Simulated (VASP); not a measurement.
## CuCl2: single point with PBEsol

CuCl2:

```
Cu Cl
1.0
    -2.20883    2.20883    6.71987
     2.20883   -2.20883    6.71987
     2.20883    2.20883   -6.71987
Cu Cl
1 2
Direct
  0.00000 0.00000 0.00000
  0.00000 0.50000 0.50000
  0.50000 0.00000 0.50000
```

- Program: VASP 6.6.1
- Task: single point
- Functional: PBEsol
- Potentials or basis: VASP PAW PBE potentials, release 64 (Cu, Cl)
- Cutoff: 520 eV
- k mesh: 8 × 8 × 8
- Occupations: fermi-dirac, width 0.05 eV
- Spin: no spin polarisation

| Item | Value |
| --- | --- |
| Pressure | 0.7 GPa |
| Band gap on the k mesh | zero (an odd number of electrons rules out a gap without spin polarisation) |

Stress tensor (GPa, compression positive):
```
0.98 0.00 0.00
0.00 0.98 0.00
0.00 0.00 0.00
```

Levels at points of the mesh, in eV from the Fermi level:
| k point | band 10 | band 11 | band 12 | band 13 | band 14 | band 15 | band 16 | band 17 |
| --- | --- | --- | --- | --- | --- | --- | --- | --- |
| (0.00, 0.00, 0.00) | -1.47 | -1.08 | -0.73 | -0.73 | 3.30 | 5.74 | 8.10 | 8.92 |
| (0.50, 0.00, 0.00) | -1.51 | -0.60 | -0.47 | -0.39 | 6.46 | 6.77 | 8.11 | 8.27 |
| (0.50, 0.50, 0.00) | -0.36 | -0.36 | 0.25 | 2.16 | 5.17 | 8.30 | 8.36 | 8.71 |
| (0.50, 0.50, 0.50) | -1.47 | -1.08 | -0.73 | -0.73 | 3.38 | 6.14 | 7.29 | 9.69 |

Run time: 3.3 min on 1 thread of Intel(R) Xeon(R) 6975P-C (Granite Rapids), on a shared host, peak memory 0.49 GiB.

Caveat: the PAW data sets were made with another functional, which shifts forces and pressure a little; an odd number of electrons without spin polarisation forces a metal; a magnetic or distorted state may lie lower. With open d or f shells a metallic result of PBEsol can be an artefact of self-interaction; +U or a hybrid may open a gap.
